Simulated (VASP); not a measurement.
Input of a VASP 6.6.1 run:

INCAR

```
  PREC = Accurate
  ENCUT = 400
  EDIFF = 1E-6
  ISMEAR = 0
  SIGMA = 0.1
  LREAL = False
  LASPH = True
  NELM = 120
  ALGO = Normal
  ISIF = 2
  LWAVE = False
  LCHARG = True
  LDIPOL = True
  IDIPOL = 3
  DIPOL = 0.5 0.5 0.297
  GGA = PE
  LELF = True
  LVHAR = True
  LVACPOTAV = True
  NBANDS = 16
  GGA_COMPAT = False
  NELMDL = -8
```

File KPOINTS:

```
regular mesh
0
Gamma
  6 6 1
```

Contents of POSCAR:

```
BeSb
1.0
    3.2979749159      0.0000002136      0.0000000000
   -1.6489876429      2.8561299514      0.0000000000
    0.0000000000      0.0000000000     26.9636230400
Be Sb
1 1
Direct
    0.6666666667      0.3333333333      0.2667136113
    0.3333333333      0.6666666667      0.3266784553
```

Potentials or basis: VASP PAW PBE potentials, release 64 (Be, Sb_d_GW).

Run with:

```sh
$ cat potpaw_PBE.64/Be/POTCAR potpaw_PBE.64/Sb_d_GW/POTCAR > POTCAR
$ mpirun -np 1 vasp_std > vasp.out
```

**Question.** What does it give for the largest force?

**Answer.** 0.038 eV/Å.

**Question.** What does it give for the band gap on the k mesh?

**Answer.** Zero (an odd number of electrons rules out a gap without spin polarisation).

Forces on the atoms (eV/Å):
```
Be   0.000  0.000 -0.038
Sb   0.000  0.000  0.038
```

Caveat: the k points lie up to 0.37 Å⁻¹ apart, too coarse for converged energies and pressures of a metal; spin-orbit coupling is left out, which moves the levels of the heavy elements.
